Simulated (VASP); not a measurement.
# CdF2 (Fm-3m) in VASP: single point with r2SCAN

Aim: the single point of CdF2 with r2SCAN.

All numbers are computed with VASP 6.6.1; they aren't measurements. Logs are shortened: lines on timing, memory, paths and dates and some standing lists are left out, and cuts for length are marked.

### 1 The cell of the first run

The structure is cubic, space group Fm-3m (No. 225). The conventional cell has a = 5.388 Å, b = 5.388 Å, c = 5.388 Å, α = 90.00°, β = 90.00°, γ = 90.00°. Cd (site symmetry m-3m) has 8 F at 2.33 Å within 3.1 Å. Within 3.1 Å of F (site symmetry -43m) lie 4 Cd at 2.33 Å and 6 F at 2.69 Å.

### 2 Single point, r2SCAN

POSCAR reads:

```
CdF2
1.0
    2.6940000000      2.6940000000      0.0000000000
   -2.6940000000      2.6940000000      0.0000000000
    0.0000000000      2.6940000000      2.6940000000
Cd F
1 2
Direct
    0.0000000000      0.0000000000      0.0000000000
    0.2500000000      0.7500000000      0.5000000000
    0.7500000000      0.2500000000      0.5000000000
```

INCAR.step1 reads:

```
PREC = Accurate
ENCUT = 770
ISMEAR = 0
SIGMA = 0.01
LREAL = False
LASPH = True
NELM = 120
NBANDS = 24
GGA = PE
ALGO = Normal
EDIFF = 1E-5
LWAVE = True
LCHARG = False
GGA_COMPAT = False
```

INCAR.step2 reads:

```
PREC = Accurate
ENCUT = 770
EDIFF = 1E-6
ISMEAR = 0
SIGMA = 0.01
LREAL = False
LASPH = True
NELM = 120
ALGO = Normal
ISIF = 2
LWAVE = False
LCHARG = True
METAGGA = R2SCAN
LMIXTAU = True
LELF = True
LVHAR = True
NBANDS = 24
ISTART = 1
GGA_COMPAT = False
```

KPOINTS reads:

```
regular mesh
0
Gamma
  8 8 8
```

Potentials or basis: VASP PAW PBE potentials, release 64 (Cd_sv_GW, F).

Run with:

```
$ cat potpaw_PBE.64/Cd_sv_GW/POTCAR potpaw_PBE.64/F/POTCAR > POTCAR
$ cp INCAR.step1 INCAR
$ mpirun -np 1 vasp_std > vasp.out
$ cp INCAR.step2 INCAR
$ mpirun -np 1 vasp_std > vasp.out
```

OUTCAR:

```text
PREC = Accurate
   ENCUT = 770
   EDIFF = 1E-6
   ISMEAR = 0
   LREAL = False
   LASPH = True
   NELM = 120
   ISIF = 2
   METAGGA = R2SCAN
   ISTART = 1

 ion  position               nearest neighbor table
   1  0.000  0.000  0.000-
   2  0.250  0.750  0.500-
   3  0.750  0.250  0.500-

  LATTYP: Found a face centered cubic cell.
 ALAT       =     5.3880000000

  Lattice vectors:

 A1 = (   0.0000000000,   2.6940000000,   2.6940000000)
 A2 = (   2.6940000000,   0.0000000000,   2.6940000000)
 A3 = (   2.6940000000,   2.6940000000,   0.0000000000)

Analysis of symmetry for initial positions (statically):
=====================================================================
 Subroutine PRICEL returns:
 Original cell was already a primitive cell.

 Routine SETGRP: Setting up the symmetry group for a
 face centered cubic supercell.

 Subroutine GETGRP returns: Found 48 space group operations
 (whereof 48 operations were pure point group operations)
 out of a pool of 48 trial point group operations.

The static configuration has the point symmetry O_h .

Analysis of symmetry for dynamics (positions and initial velocities):
=====================================================================
 Subroutine PRICEL returns:
 Original cell was already a primitive cell.

 Routine SETGRP: Setting up the symmetry group for a
 face centered cubic supercell.

 Subroutine GETGRP returns: Found 48 space group operations
 (whereof 48 operations were pure point group operations)
 out of a pool of 48 trial point group operations.

The dynamic configuration has the point symmetry O_h .

 Subroutine INISYM returns: Found 48 space group operations
 (whereof 48 operations are pure point group operations),
 and found     1 'primitive' translations

----------------------------------------------------------------------------------------

                                     Primitive cell

  volume of cell :      39.1041

  direct lattice vectors                    reciprocal lattice vectors
     2.694000000  2.694000000  0.000000000     0.185597624  0.185597624 -0.185597624
    -2.694000000  2.694000000  0.000000000    -0.185597624  0.185597624 -0.185597624
     0.000000000  2.694000000  2.694000000     0.000000000  0.000000000  0.371195249

  length of vectors
     3.809891337  3.809891337  3.809891337     0.321464515  0.321464515  0.371195249

  position of ions in fractional coordinates (direct lattice)
     0.000000000  0.000000000  0.000000000
     0.250000000  0.750000000  0.500000000
     0.750000000  0.250000000  0.500000000

  ion indices of the primitive-cell ions
   primitive index   ion index
                 1           1
                 2           2
                 3           3

----------------------------------------------------------------------------------------

 KPOINTS: regular mesh

Automatic generation of k-mesh.
 Grid dimensions read from file:
 generate k-points for:    8    8    8

 Generating k-lattice:

  Cartesian coordinates                     Fractional coordinates (reciprocal lattice)
     0.023199703  0.023199703 -0.023199703     0.125000000  0.000000000  0.000000000
    -0.023199703  0.023199703 -0.023199703     0.000000000  0.125000000  0.000000000
     0.000000000  0.000000000  0.046399406     0.000000000  0.000000000  0.125000000

  Length of vectors
     0.040183064  0.040183064  0.046399406

  Shift w.r.t. Gamma in fractional coordinates (k-lattice)
     0.000000000  0.000000000  0.000000000

 Subroutine IBZKPT returns following result:
 ===========================================

 Found     29 irreducible k-points:

 Following reciprocal coordinates:
            Coordinates               Weight
  0.000000  0.000000  0.000000      1.000000
  0.125000  0.000000  0.000000      8.000000
  0.250000  0.000000  0.000000      8.000000
  0.375000  0.000000  0.000000      8.000000
  0.500000  0.000000  0.000000      4.000000
  0.125000  0.125000  0.000000     12.000000
[... 16 lines left out ...]
  0.375000  0.250000  0.125000     48.000000
  0.500000  0.250000  0.125000     24.000000
 [... further k-points ...]
   k-points           NKPTS =     29   k-points in BZ     NKDIM =     29   number of bands    NBANDS=     24
   number of dos      NEDOS =    301   number of ions     NIONS =      3
   total plane-waves  NPLWV =  46656
   dimension x,y,z NGX =    36 NGY =   36 NGZ =   36
   dimension x,y,z NGXF=    72 NGYF=   72 NGZF=   72
   ions per type =               1   2
   NGX,Y,Z   is equivalent  to a cutoff of  15.71, 15.71, 15.71 a.u.
   NGXF,Y,Z  is equivalent  to a cutoff of  31.42, 31.42, 31.42 a.u.
 SYSTEM =  unknown system
   PREC   = accura    normal or accurate (medium, high low for compatibility)
   ISTART =      1    job   : 0-new  1-cont  2-samecut
   ICHARG =      0    charge: 1-file 2-atom 10-const
   ISPIN  =      1    spin polarized calculation?
   LNONCOLLINEAR =      F non collinear calculations
   LSORBIT =      F    spin-orbit coupling
   LASPH  =      T    aspherical Exc in radial PAW
   ENCUT  =  770.0 eV  56.59 Ry    7.52 a.u.   8.62  8.62  8.62*2*pi/ulx,y,z
   NELM   =    120;   NELMIN=  2; NELMDL=  0     # of ELM steps
   EDIFF  = 0.1E-05   stopping-criterion for ELM
   LREAL  =      F    real-space projection
   EDIFFG = 0.1E-04   stopping-criterion for IOM
   NSW    =      0    number of steps for IOM
   IBRION =     -1    ionic relax: 0-MD 1-quasi-New 2-CG
   NFREE  =      0    steps in history (QN), initial steepest desc. (CG)
   ISIF   =      2    stress and relaxation
   ISYM   =      2    0-nonsym 1-usesym 2-fastsym
   POTIM  = 0.5000    time-step for ionic-motion
   TEBEG  =    0.0;   TEEND  =   0.0 temperature during run
   PSTRESS=    0.0 pullay stress
   NELECT =      34.0000    total number of electrons
   NUPDOWN=      -1.0000    fix difference up-down
   EMIN   =  10.00;   EMAX   =-10.00  energy-range for DOS
   EFERMI =   0.00;   METHOD = LEGACY
   ISMEAR =     0;   SIGMA  =   0.01  broadening in eV -4-tet -1-fermi 0-gaus
   EFERMI_NEDOS =   21; number of points for ismear=-14 and -15
   IALGO  =     38    algorithm
   IMIX   =      4    mixing-type and parameters
     AMIX     =   0.40;   BMIX     =  1.00
     AMIX_MAG =   1.60;   BMIX_MAG =  1.00
  volume/ion in A,a.u.               =      13.03        87.96
  Fermi-wavevector in a.u.,A,eV,Ry     =   1.562525  2.952743 33.218397  2.441483
  Thomas-Fermi vector in A             =   2.665430
   LORBIT       =      0    0 simple, 1 ext, 2 COOP (PROOUT), +10 PAW based schemes
   METAGGA = R2SCAN    functional components
   LHFCALC =     F    Hartree Fock is set to
   AEXX    =    0.0000 exact exchange contribution
   IVDW    =     0    specifies the selected vdW correction
   LEPSILON=     F    determine dielectric tensor
   LRPA    =     F    only Hartree local field effects (RPA)
 non-spin polarized calculation
 Gauss-broadening in eV      SIGMA  =   0.01
  energy-cutoff  :      770.00
  volume of cell :       39.10
 maximum number of plane-waves:      1924
 NGX is ok and might be reduce to    36
   NGX = 17   NGY = 17   NGZ = 17

 number of electron      33.9999995 magnetization

 Free energy of the ion-electron system (eV)
  ---------------------------------------------------
  ext. energy  EPLUGINS =         0.00000000
  ---------------------------------------------------
  free energy    TOTEN  =       -33.84555032 eV

  energy without entropy =      -33.84555032  energy(sigma->0) =      -33.84555032

 E-fermi :   0.3304     XC(G=0): -11.2070

 val. band max:        0.0729582152   @ k =   0.5000   0.5000   0.2500
 cond. band min:       3.8617979989   @ k =   0.0000   0.0000   0.0000
 fundamental gap:      3.7888397837
 Fermi energy:         0.3303649243

 k-point     1 :       0.0000    0.0000    0.0000
  band No.  band energies     occupation
      1    -100.9085      2.00000
      2     -61.1071      2.00000
      3     -61.1071      2.00000
      4     -61.1071      2.00000
      5     -21.8498      2.00000
      6     -20.7904      2.00000
[... 16 lines left out ...]
     23      20.9749      0.00000
     24      20.9749      0.00000

 k-point     2 :       0.1250    0.0000    0.0000
  band No.  band energies     occupation
      1    -100.9084      2.00000
      2     -61.1075      2.00000
      3     -61.1072      2.00000
      4     -61.1072      2.00000
      5     -21.8023      2.00000
      6     -20.8326      2.00000
[... 16 lines left out ...]
     23      20.5381      0.00000
     24      20.5381      0.00000

 k-point     3 :       0.2500    0.0000    0.0000
  band No.  band energies     occupation
      1    -100.9084      2.00000
      2     -61.1083      2.00000
      3     -61.1073      2.00000
      4     -61.1073      2.00000
      5     -21.6732      2.00000
      6     -20.9472      2.00000
[... 16 lines left out ...]
     23      19.8114      0.00000
     24      20.3196      0.00000

 k-point     4 :       0.3750    0.0000    0.0000
  band No.  band energies     occupation
      1    -100.9084      2.00000
      2     -61.1092      2.00000
      3     -61.1075      2.00000
      4     -61.1075      2.00000
      5     -21.4954      2.00000
      6     -21.1080      2.00000
[... 16 lines left out ...]
     23      19.2724      0.00000
     24      19.8624      0.00000

 k-point     5 :       0.5000    0.0000    0.0000
  band No.  band energies     occupation
      1    -100.9084      2.00000
      2     -61.1095      2.00000
      3     -61.1075      2.00000
      4     -61.1075      2.00000
      5     -21.3319      2.00000
      6     -21.2638      2.00000
[... 451 lines left out ...]
 k-point    22 :       0.2500    0.2500    0.1250
  band No.  band energies     occupation
      1    -100.9084      2.00000
      2     -61.1086      2.00000
      3     -61.1078      2.00000
      4     -61.1075      2.00000
      5     -21.5836      2.00000
      6     -21.0192      2.00000
[... 16 lines left out ...]
     23      20.4144      0.00000
     24      23.0358      0.00000

 k-point    23 :       0.3750    0.2500    0.1250
  band No.  band energies     occupation
      1    -100.9084      2.00000
      2     -61.1091      2.00000
      3     -61.1081      2.00000
      4     -61.1076      2.00000
      5     -21.4406      2.00000
      6     -21.1435      2.00000
[... 16 lines left out ...]
     23      19.8187      0.00000
     24      22.9014      0.00000

 k-point    24 :       0.5000    0.2500    0.1250
  band No.  band energies     occupation
      1    -100.9084      2.00000
      2     -61.1092      2.00000
      3     -61.1082      2.00000
      4     -61.1077      2.00000
      5     -21.3050      2.00000
      6     -21.2709      2.00000
[... 16 lines left out ...]
     23      19.5756      0.00000
     24      23.1207      0.00000

 [... further k-points ...]
[... 5 lines left out ...]
  --------------------------------------------------------------------------------------
  -------------------------------------------------------------------------------------
  Total       -0.0956461     -0.0956461     -0.0956461     -0.0000000      0.0000000     -0.0000000
  in kB       -3.9188158     -3.9188158     -3.9188158     -0.0000000      0.0000000     -0.0000000
  external PRESSURE =      -3.9188158 kB  Pullay stress =       0.0000000 kB

 VOLUME and BASIS-vectors are now :
 -----------------------------------------------------------------------------
  energy-cutoff  :      770.00
  volume of cell :       39.10
      direct lattice vectors                 reciprocal lattice vectors
     2.694000000  2.694000000  0.000000000     0.185597624  0.185597624 -0.185597624
    -2.694000000  2.694000000  0.000000000    -0.185597624  0.185597624 -0.185597624
     0.000000000  2.694000000  2.694000000     0.000000000  0.000000000  0.371195249

 POSITION                                       TOTAL-FORCE (eV/Angst)
 -----------------------------------------------------------------------------------
      0.00000      0.00000      0.00000        -0.000000      0.000000      0.000000
     -1.34700      4.04100      1.34700        -0.000000     -0.000000      0.000000
      1.34700      4.04100      1.34700         0.000000     -0.000000      0.000000
 -----------------------------------------------------------------------------------
    total drift:                                0.000000      0.000000      0.000000

  FREE ENERGIE OF THE ION-ELECTRON SYSTEM (eV)
  ---------------------------------------------------
  free  energy   TOTEN  =       -33.8455503154 eV

  energy  without entropy=      -33.8455503154  energy(sigma->0) =      -33.84555032
```

Wall time 98 s (1 thread of Intel Xeon 6975P-C (Granite Rapids), shared host); peak memory 0.24 GiB.

Results:

```yaml
Free_energy: -33.8456 eV
Pressure: -0.4 GPa
Band_gap_on_the_k_mesh: 3.79 eV (least direct gap 4.31 eV)
```

Caveat: the PAW data sets were made with another functional, which shifts forces and pressure a little. A k mesh can miss the band edges.
